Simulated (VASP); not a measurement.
Crystal: Rh.

```
Rh
1.0
     0.00000    1.91664    1.91664
     1.91664    0.00000    1.91664
     1.91664    1.91664    0.00000
Rh
1
Direct
  0.00000 0.00000 0.00000
```

- Program: VASP 6.6.1
- Task: relaxation of cell and atoms
- Functional: MS2
- Potentials or basis: VASP PAW PBE potentials, release 64 (Rh_pv)
- Cutoff: 640 eV
- k mesh: 16 × 16 × 16
- Occupations: methfessel-paxton, width 0.05 eV
- Spin: no spin polarisation

At the start: pressure -8.3 GPa; volume 14.08 Å³/atom.

Q: How do energy, volume and symmetry change on relaxing?

A: Over 8 steps the energy falls by 11.1 meV/atom and the volume is 13.66 Å³/atom (-3.0 %); space group Fm-3m (No. 225, to 0.1 Å) before and after.

Step by step:
```tsv
step	energy change (eV)	largest force (eV/Å)	pressure (GPa)	volume (Å³)
1	0.0000	0.0000	-8.25	14.08
2	0.0676	0.0000	27.43	12.65
3	-0.0115	0.0000	-0.13	13.67
4	-0.0115	0.0000	0.05	13.66
5	-0.0115	0.0000	-0.11	13.67
6	-0.0115	0.0000	0.00	13.66
7	-0.0111	0.0000	-0.02	13.66
8	-0.0111	0.0000	-0.02	13.66
```

Final structure:
```
Rh
1.0
     0.00000    1.89740    1.89740
     1.89740    0.00000    1.89740
     1.89740    1.89740    0.00000
Rh
1
Direct
  0.00000 0.00000 0.00000
```

Caveat: the PAW data sets were made with another functional, which shifts forces and pressure a little.
